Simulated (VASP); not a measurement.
Set up this calculation in VASP 6.6.1, as the native input.

| Item | Value |
| --- | --- |
| Task | single point |
| Functional | PBEsol |
| Dispersion | D4 |
| Potentials or basis | VASP PAW PBE potentials, release 64 (Al) |
| Cutoff | 500 eV |
| k mesh | 8 × 8 × 8 |
| Occupations | gaussian, width 0.1 eV |
| Spin | no spin polarisation |
| Dipole correction | no |
| Further INCAR settings | ALGO = Normal; EDIFF = 1e-06; NBANDS = 8 |

The structure of Al lies in POSCAR:

```
Al
1.0
    0.0000000000      2.0100000000      2.0100000000
    2.0100000000      0.0000000000      2.0100000000
    2.0100000000      2.0100000000      0.0000000000
Al
1
Direct
    0.0000000000      0.0000000000      0.0000000000
```

The input as run:

INCAR

```
SYSTEM = Al
  PREC = Accurate
  ENCUT = 500
  EDIFF = 1E-6
  ISMEAR = 0
  SIGMA = 0.1
  LREAL = .False.
  LASPH = .True.
  NELM = 120
  ALGO = Normal
  ISIF = 2
  LWAVE = .False.
  LCHARG = .True.
  GGA = PS
  IVDW = 13
  LELF = .True.
  LVHAR = .True.
  NBANDS = 8
  GGA_COMPAT = .False.
```

KPOINTS

```
Automatic mesh
0
Gamma
  8 8 8
  0 0 0
```

Potentials or basis: VASP PAW PBE potentials, release 64 (Al).

Run with:

```sh
$ cat potpaw_PBE.64/Al/POTCAR > POTCAR
$ mpirun -np 1 vasp_std > vasp.out
```

It gave:

| Item | Value |
| --- | --- |
| Pressure | -2.0 GPa |
| Dispersion energy per atom | -0.203 eV |

Caveat: the PAW data sets were made with another functional, which shifts forces and pressure a little; pairwise dispersion overbinds metals, which lowers pressure and volume.

Wall time 3.7 s on 1 thread of Intel(R) Xeon(R) Platinum 8488C (Sapphire Rapids), on a shared host, peak memory 0.12 GiB.
